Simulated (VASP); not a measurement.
# TiS2 (P-3m1) in VASP: further runs

Runs on TiS2. Level: PBE+D3(BJ). Tasks: single point, relaxation of cell and atoms.

All numbers are computed with VASP 6.6.1; they aren't measurements. Logs are shortened: lines on timing, memory, paths and dates and some standing lists are left out, and cuts for length are marked.

## Step 1: The cell of the first run

It takes space group P-3m1 (No. 164, trigonal). The conventional cell has a = 3.361 Å, b = 3.361 Å, c = 5.524 Å, α = 90.00°, β = 90.00°, γ = 120.00°. Ti (site symmetry -3m) has 6 S at 2.41 Å within 3.2 Å. S (site symmetry 3m) has 3 Ti at 2.41 Å within 3.2 Å.

## Step 2: Single point, PBE+D3(BJ)

INCAR

```
PREC = Accurate
ENCUT = 500
EDIFF = 1E-6
ISMEAR = 0
SIGMA = 0.1
LREAL = False
LASPH = True
NELM = 120
ALGO = Normal
ISIF = 2
LWAVE = False
LCHARG = False
GGA = PE
IVDW = 12
NBANDS = 19
GGA_COMPAT = False
```

KPOINTS

```
Automatic mesh
0
Gamma
  18 18 8
```

POSCAR

```
TiS2
1.0
    3.3610797379     -0.0000002844      0.0000000000
   -1.6805396227      2.9107805794      0.0000000000
    0.0000000000      0.0000000000      5.5238509105
Ti S
1 2
Direct
    0.0000000000      0.0000000000      0.0000000000
    0.3333333333      0.6666666667      0.2584932761
    0.6666666667      0.3333333333      0.7415067239
```

Potentials or basis: VASP PAW PBE potentials, release 64 (Ti_sv, S).

Command:

```
$ cat potpaw_PBE.64/Ti_sv/POTCAR potpaw_PBE.64/S/POTCAR > POTCAR
$ mpirun -np 1 vasp_std > vasp.out
```

OUTCAR:

```text
PREC = Accurate
   ENCUT = 500
   EDIFF = 1E-6
   ISMEAR = 0
   LREAL = False
   LASPH = True
   NELM = 120
   ISIF = 2
   GGA = PE
   IVDW = 12
 IVDW          = 12

 ion  position               nearest neighbor table
   1  0.000  0.000  0.000-   2 2.41   3 2.41   3 2.41   2 2.41   3 2.41   2 2.41
   2  0.333  0.667  0.258-   1 2.41   1 2.41   1 2.41
   3  0.667  0.333  0.742-   1 2.41   1 2.41   1 2.41

  LATTYP: Found a hexagonal cell.
 ALAT       =     3.3610797379
 C/A-ratio  =     1.6434751155

  Lattice vectors:

 A1 = (   3.3610797379,  -0.0000002844,   0.0000000000)
 A2 = (  -1.6805396227,   2.9107805794,   0.0000000000)
 A3 = (   0.0000000000,   0.0000000000,   5.5238509105)

Analysis of symmetry for initial positions (statically):
=====================================================================
 Subroutine PRICEL returns:
 Original cell was already a primitive cell.

 Routine SETGRP: Setting up the symmetry group for a
 hexagonal supercell.

 Subroutine GETGRP returns: Found 12 space group operations
 (whereof 12 operations were pure point group operations)
 out of a pool of 24 trial point group operations.

The static configuration has the point symmetry D_3d.

Analysis of symmetry for dynamics (positions and initial velocities):
=====================================================================
 Subroutine PRICEL returns:
 Original cell was already a primitive cell.

 Routine SETGRP: Setting up the symmetry group for a
 hexagonal supercell.

 Subroutine GETGRP returns: Found 12 space group operations
 (whereof 12 operations were pure point group operations)
 out of a pool of 24 trial point group operations.

The dynamic configuration has the point symmetry D_3d.

 Subroutine INISYM returns: Found 12 space group operations
 (whereof 12 operations are pure point group operations),
 and found     1 'primitive' translations

----------------------------------------------------------------------------------------

                                     Primitive cell

  volume of cell :      54.0419

  direct lattice vectors                    reciprocal lattice vectors
     3.361079738 -0.000000284  0.000000000     0.297523453  0.171775212  0.000000000
    -1.680539623  2.910780579  0.000000000     0.000000029  0.343550474  0.000000000
     0.000000000  0.000000000  5.523850911     0.000000000  0.000000000  0.181033126

  length of vectors
     3.361079738  3.361079738  5.523850911     0.343550474  0.343550474  0.181033126

  position of ions in fractional coordinates (direct lattice)
     0.000000000  0.000000000  0.000000000
     0.333333333  0.666666667  0.258493276
     0.666666667  0.333333333  0.741506724

  ion indices of the primitive-cell ions
   primitive index   ion index
                 1           1
                 2           2
                 3           3

----------------------------------------------------------------------------------------

 KPOINTS: Automatic mesh

Automatic generation of k-mesh.
 Grid dimensions read from file:
 generate k-points for:   18   18    8

 Generating k-lattice:

  Cartesian coordinates                     Fractional coordinates (reciprocal lattice)
     0.016529081  0.009543067  0.000000000     0.055555556  0.000000000  0.000000000
     0.000000002  0.019086137  0.000000000     0.000000000  0.055555556  0.000000000
     0.000000000  0.000000000  0.022629141     0.000000000  0.000000000  0.125000000

  Length of vectors
     0.019086137  0.019086137  0.022629141

  Shift w.r.t. Gamma in fractional coordinates (k-lattice)
     0.000000000  0.000000000  0.000000000

 Subroutine IBZKPT returns following result:
 ===========================================

 Found    266 irreducible k-points:

 Following reciprocal coordinates:
            Coordinates               Weight
  0.000000  0.000000  0.000000      1.000000
  0.055556  0.000000  0.000000      6.000000
  0.111111  0.000000  0.000000      6.000000
  0.166667  0.000000  0.000000      6.000000
  0.222222 -0.000000  0.000000      6.000000
  0.277778 -0.000000  0.000000      6.000000
[... 16 lines left out ...]
  0.333333  0.111111  0.000000     12.000000
  0.388889  0.111111  0.000000     12.000000
 [... further k-points ...]
   k-points           NKPTS =    266   k-points in BZ     NKDIM =    266   number of bands    NBANDS=     19
   number of dos      NEDOS =    301   number of ions     NIONS =      3
   total plane-waves  NPLWV =  31360
   dimension x,y,z NGX =    28 NGY =   28 NGZ =   40
   dimension x,y,z NGXF=    56 NGYF=   56 NGZF=   80
   ions per type =               1   2
   NGX,Y,Z   is equivalent  to a cutoff of  13.85, 13.85, 12.04 a.u.
   NGXF,Y,Z  is equivalent  to a cutoff of  27.70, 27.70, 24.08 a.u.
 SYSTEM =  unknown system
   PREC   = accura    normal or accurate (medium, high low for compatibility)
   ISTART =      0    job   : 0-new  1-cont  2-samecut
   ICHARG =      2    charge: 1-file 2-atom 10-const
   ISPIN  =      1    spin polarized calculation?
   LNONCOLLINEAR =      F non collinear calculations
   LSORBIT =      F    spin-orbit coupling
   LASPH  =      T    aspherical Exc in radial PAW
   ENCUT  =  500.0 eV  36.75 Ry    6.06 a.u.   6.13  6.13 10.07*2*pi/ulx,y,z
   NELM   =    120;   NELMIN=  2; NELMDL= -5     # of ELM steps
   EDIFF  = 0.1E-05   stopping-criterion for ELM
   LREAL  =      F    real-space projection
   EDIFFG = 0.1E-04   stopping-criterion for IOM
   NSW    =      0    number of steps for IOM
   IBRION =     -1    ionic relax: 0-MD 1-quasi-New 2-CG
   NFREE  =      0    steps in history (QN), initial steepest desc. (CG)
   ISIF   =      2    stress and relaxation
   ISYM   =      2    0-nonsym 1-usesym 2-fastsym
   POTIM  = 0.5000    time-step for ionic-motion
   TEBEG  =    0.0;   TEEND  =   0.0 temperature during run
   PSTRESS=    0.0 pullay stress
   NELECT =      24.0000    total number of electrons
   NUPDOWN=      -1.0000    fix difference up-down
   EMIN   =  10.00;   EMAX   =-10.00  energy-range for DOS
   EFERMI =   0.00;   METHOD = LEGACY
   ISMEAR =     0;   SIGMA  =   0.10  broadening in eV -4-tet -1-fermi 0-gaus
   EFERMI_NEDOS =   21; number of points for ismear=-14 and -15
   IALGO  =     38    algorithm
   IMIX   =      4    mixing-type and parameters
     AMIX     =   0.40;   BMIX     =  1.00
     AMIX_MAG =   1.60;   BMIX_MAG =  1.00
  volume/ion in A,a.u.               =      18.01       121.56
  Fermi-wavevector in a.u.,A,eV,Ry     =   1.249017  2.360301 21.225695  1.560045
  Thomas-Fermi vector in A             =   2.383077
   LORBIT       =      0    0 simple, 1 ext, 2 COOP (PROOUT), +10 PAW based schemes
   GGA     = PE    functional components
   LHFCALC =     F    Hartree Fock is set to
   AEXX    =    0.0000 exact exchange contribution
   IVDW    =    12    specifies the selected vdW correction
   LEPSILON=     F    determine dielectric tensor
   LRPA    =     F    only Hartree local field effects (RPA)
 non-spin polarized calculation
 Gauss-broadening in eV      SIGMA  =   0.10
  energy-cutoff  :      500.00
  volume of cell :       54.04
 maximum number of plane-waves:      1398
 NGX is ok and might be reduce to    28
   NGX = 13   NGY = 13   NGZ = 21

 number of electron      24.0000001 magnetization

 Free energy of the ion-electron system (eV)
  ---------------------------------------------------
  ext. energy  EPLUGINS =         0.00000000
  ---------------------------------------------------
  free energy    TOTEN  =       -19.87833874 eV

  energy without entropy =      -19.87614231  energy(sigma->0) =      -19.87724053

 E-fermi :   6.1225     XC(G=0): -10.4325

 val. band max:        6.1002890112   @ k =  -0.0000   0.3889   0.3750
 cond. band min:       6.1639198980   @ k =   0.0000   0.0000   0.2500
 fundamental gap:      0.0636308868
 Fermi energy:         6.1224791800

 k-point     1 :       0.0000    0.0000    0.0000
  band No.  band energies     occupation
      1     -51.4195      2.00000
      2     -27.6537      2.00000
      3     -27.6027      2.00000
      4     -27.6027      2.00000
      5      -7.8877      2.00000
      6      -5.9868      2.00000
[... 11 lines left out ...]
     18      12.2079      0.00000
     19      13.4275      0.00000

 k-point     2 :       0.0556    0.0000    0.0000
  band No.  band energies     occupation
      1     -51.4190      2.00000
      2     -27.6528      2.00000
      3     -27.6073      2.00000
      4     -27.6037      2.00000
      5      -7.8487      2.00000
      6      -5.9788      2.00000
[... 11 lines left out ...]
     18      12.4543      0.00000
     19      13.5973      0.00000

 k-point     3 :       0.1111    0.0000    0.0000
  band No.  band energies     occupation
      1     -51.4177      2.00000
      2     -27.6502      2.00000
      3     -27.6206      2.00000
      4     -27.6067      2.00000
      5      -7.7337      2.00000
      6      -5.9558      2.00000
[... 11 lines left out ...]
     18      13.0218      0.00000
     19      14.0446      0.00000

 k-point     4 :       0.1667    0.0000    0.0000
  band No.  band energies     occupation
      1     -51.4158      2.00000
      2     -27.6463      2.00000
      3     -27.6406      2.00000
      4     -27.6113      2.00000
      5      -7.5490      2.00000
      6      -5.9212      2.00000
[... 407 lines left out ...]
     18      14.0311      0.00000
     19      14.3718      0.00000

 k-point    23 :       0.3333    0.1111    0.0000
  band No.  band energies     occupation
      1     -51.4060      2.00000
      2     -27.7327      2.00000
      3     -27.6433      2.00000
      4     -27.6255      2.00000
      5      -6.3530      2.00000
      6      -5.8032      2.00000
[... 11 lines left out ...]
     18      13.7588      0.00000
     19      14.0685      0.00000

 k-point    24 :       0.3889    0.1111    0.0000
  band No.  band energies     occupation
      1     -51.4048      2.00000
      2     -27.7438      2.00000
      3     -27.6470      2.00000
      4     -27.6230      2.00000
      5      -6.1145      2.00000
      6      -5.8434      2.00000
[... 11 lines left out ...]
     18      13.6081      0.00000
     19      13.8650      0.00000

 [... further k-points ...]

------------------------ aborting loop because EDIFF is reached ----------------------------------------

 Edisp (eV)   -1.22817

 E8    (eV) :    -0.4979

  FORCE on cell =-STRESS in cart. coord.  units (eV):
  Direction    XX          YY          ZZ          XY          YZ          ZX
  --------------------------------------------------------------------------------------
  -------------------------------------------------------------------------------------
  Total      -0.02454    -0.02454     0.00555     0.00000     0.00000    -0.00000
  in kB      -0.72758    -0.72758     0.16454     0.00000     0.00000    -0.00000
  external pressure =       -0.43 kB  Pullay stress =        0.00 kB

 VOLUME and BASIS-vectors are now :
 -----------------------------------------------------------------------------
  energy-cutoff  :      500.00
  volume of cell :       54.04
      direct lattice vectors                 reciprocal lattice vectors
     3.361079738 -0.000000284  0.000000000     0.297523453  0.171775212  0.000000000
    -1.680539623  2.910780579  0.000000000     0.000000029  0.343550474  0.000000000
     0.000000000  0.000000000  5.523850911     0.000000000  0.000000000  0.181033126

 POSITION                                       TOTAL-FORCE (eV/Angst)
 -----------------------------------------------------------------------------------
      0.00000      0.00000      0.00000         0.000000      0.000000     -0.000000
      0.00000      1.94052      1.42788         0.000000     -0.000000      0.000645
      1.68054      0.97026      4.09597        -0.000000      0.000000     -0.000645
 -----------------------------------------------------------------------------------
    total drift:                                0.000000      0.000000      0.000000

  FREE ENERGIE OF THE ION-ELECTRON SYSTEM (eV)
  ---------------------------------------------------
  free  energy   TOTEN  =       -21.1065080111 eV

  energy  without entropy=      -21.1043115839  energy(sigma->0) =      -21.10540980
```

Run time: 2.7 min. Hardware: 1 thread of AMD EPYC 9R45 (Zen 5), shared host; peak memory 0.34 GiB.

What came out:

- Free energy: -21.1065 eV
- Pressure: 0.0 GPa
- Band gap on the k mesh: zero (band 12 reaches 6.30 eV, above the bottom of band 13 at 6.00 eV)
- Dispersion energy per atom: -0.409 eV

Caveat: pairwise dispersion overbinds metals, which lowers pressure and volume.

## Step 3: Relaxation of cell and atoms, PBE+D3(BJ)

This run uses another cell than the first one, of 19.14 Å³/atom, 1.062 times its volume.

INCAR

```
ALGO     = Normal         # electronic algorithm
EDIFF    = 1E-7           # SCF threshold, eV
EDIFFG   = -0.02          # ionic threshold
ENCUT    = 500            # plane-wave cutoff, eV
GGA      = PE             # functional
GGA_COMPAT= F            
IBRION   = 2              # ionic algorithm
ISIF     = 3              # what is computed and relaxed
ISMEAR   = 0              # smearing method
IVDW     = 12             # dispersion correction
LASPH    = T              # aspherical terms in the spheres
LCHARG   = F              # write CHGCAR
LREAL    = F              # projectors in reciprocal space
LWAVE    = F              # write WAVECAR
NELM     = 120            # most SCF steps
NELMIN   = 4            
NSW      = 70             # ionic steps
PREC     = Accurate       # precision mode
SIGMA    = 0.1            # smearing width, eV
```

KPOINTS

```
k-points
0
Gamma
  18 18 8
```

POSCAR

```
TiS2
1.0
    3.4120010000      0.0000000000      0.0000000000
   -1.7060000000      2.9548790000      0.0000000000
    0.0000000000      0.0000000000      5.6950000000
Ti S
1 2
Direct
    0.0000000000      0.0000000000      0.0000000000
    0.3333330000      0.6666670000      0.2500000000
    0.6666670000      0.3333330000      0.7500000000
```

Potentials or basis: VASP PAW PBE potentials, release 64 (Ti_sv, S).

Command:

```
$ cat potpaw_PBE.64/Ti_sv/POTCAR potpaw_PBE.64/S/POTCAR > POTCAR
$ mpirun -np 1 vasp_std > vasp.out
```

Run time: 19 min. Hardware: 1 thread of AMD EPYC 9R45 (Zen 5), shared host; peak memory 0.34 GiB.

Results (log left out):

```
Free energy                            : -21.1079 eV
Relaxed volume                         : 17.99 Å³/atom
Relaxed cell                           : a = 3.361 Å, b = 3.361 Å, c = 5.516 Å, α = 90.00°, β = 90.00°, γ = 120.00°
Space group after relaxing (to 0.05 Å) : P-3m1 (No. 164)
Energy gained by relaxing              : 8.8 meV/atom
Ionic steps                            : 10
Pressure after relaxing                : 0.0 GPa
Largest force after relaxing           : 0.012 eV/Å
Band gap on the k mesh                 : zero (band 12 reaches 6.32 eV, above the bottom of band 13 at 6.02 eV)
Dispersion energy per atom             : -0.410 eV
```

Forces on the atoms (eV/Å):
```
Ti   0.000  0.000  0.000
S    0.000  0.000  0.012
S    0.000  0.000 -0.012
```

Stress tensor (GPa, compression positive):
```
-0.04  0.00  0.00
 0.00 -0.04  0.00
 0.00  0.00  0.11
```

Step by step:
```csv
step,energy change (eV),largest force (eV/Å),pressure (GPa),volume (Å³)
1,0.0000,0.1266,-2.97,57.42
2,-0.0029,0.5376,2.73,54.52
3,-0.0155,0.2121,-0.10,55.86
4,-0.0191,0.1398,-0.12,55.55
5,-0.0208,0.0290,-0.11,55.07
6,-0.0227,0.0294,-0.01,54.76
7,-0.0258,0.0277,0.39,53.83
8,-0.0248,0.1201,-0.97,54.32
9,-0.0262,0.0243,-0.09,54.00
10,-0.0263,0.0125,0.01,53.97
```

Final structure:
```yaml
crystal:
  lattice:
    - [3.36106, 0.00000, 0.00000]
    - [-1.68053, 2.91076, 0.00000]
    - [0.00000, 0.00000, 5.51649]
  atoms:
    - { symbol: Ti, position: [0.00000, 0.00000, 0.00000] }
    - { symbol: S, position: [0.33333, 0.66667, 0.25863] }
    - { symbol: S, position: [0.66667, 0.33333, 0.74137] }
```

Levels at points of the mesh, in eV from the Fermi level:
| k point | band 10 | band 11 | band 12 | band 13 | band 14 | band 15 |
| --- | --- | --- | --- | --- | --- | --- |
| (0.00, 0.00, 0.00) | 0.17 | 0.17 | 0.18 | 0.55 | 0.55 | 0.89 |
| (0.50, 0.00, 0.00) | -2.89 | -2.63 | -1.64 | 0.20 | 1.66 | 2.10 |
| (0.00, 0.00, 0.50) | -2.70 | -0.09 | -0.09 | 0.52 | 0.52 | 1.60 |
| (0.50, 0.00, 0.50) | -2.89 | -1.16 | -1.15 | -0.12 | 1.65 | 2.07 |

Caveat: pairwise dispersion overbinds metals, which lowers pressure and volume.
